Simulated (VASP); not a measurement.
Set up this calculation in VASP 6.6.1, as the native input.

```yaml
Task: single point
Functional: PBEsol
Potentials_or_basis: VASP PAW PBE potentials, release 64 (Gd, O)
Cutoff: 520 eV
k_mesh: 9 × 9 × 9
Occupations: fermi-dirac, width 0.1 eV
Spin: collinear spin, ferromagnetic start
Starting_moments: "[7.0, 0.0] μB"
Dipole_correction: no
Further_INCAR_settings: ALGO = Normal; EDIFF = 1e-06; NBANDS = 23
```

The structure of GdO lies in POSCAR:

```
GdO
1.0
    0.0000000000      2.7615846288      2.7615846288
    2.7615846288      0.0000000000      2.7615846288
    2.7615846288      2.7615846288      0.0000000000
Gd O
1 1
Direct
    0.0000000000      0.0000000000      0.0000000000
    0.2500000000      0.2500000000      0.2500000000
```

These files were run (other wordings do the same):

INCAR

```
SYSTEM = GdO
ALGO     = Normal         ! electronic algorithm
EDIFF    = 1E-6           ! SCF threshold, eV
ENCUT    = 520            ! plane-wave cutoff, eV
GGA      = PS             ! functional
ISIF     = 2              ! what is computed and relaxed
ISMEAR   = -1             ! smearing method
ISPIN    = 2              ! spin polarisation
LASPH    = .TRUE.         ! aspherical terms in the spheres
LCHARG   = .TRUE.         ! write CHGCAR
LELF     = .TRUE.         ! ELF
LMAXMIX  = 6              ! l up to which the mixer works
LORBIT   = 11             ! projections on sites
LREAL    = .FALSE.        ! projectors in reciprocal space
LVHAR    = .TRUE.       
LWAVE    = .FALSE.        ! write WAVECAR
MAGMOM   = 7 0            ! initial moments
NBANDS   = 23             ! bands
NELM     = 150            ! most SCF steps
PREC     = Accurate       ! precision mode
SIGMA    = 0.1            ! smearing width, eV
```

KPOINTS

```
k-points
0
G
  9 9 9
  0 0 0
```

Potentials or basis: VASP PAW PBE potentials, release 64 (Gd, O).

The run is started by

```sh
$ cat potpaw_PBE.64/Gd/POTCAR potpaw_PBE.64/O/POTCAR > POTCAR
$ mpirun -np 1 vasp_std > vasp.out
```

It gave:

```yaml
Pressure: -9.1 GPa
Net_moment: 7.46 μB per cell
Site_moments: Gd +6.82; O -0.03 μB
Valence_electrons_inside_the_program's_atomic_spheres: Gd 15.17; O 4.94
```

Caveat: the PAW data sets were made with another functional, which shifts forces and pressure a little; a cell with one magnetic atom can't hold antiferromagnetic order, which such compounds often take.

It took 54 s on 1 thread of Intel(R) Xeon(R) 6975P-C (Granite Rapids), on a shared host, peak memory 0.23 GiB.
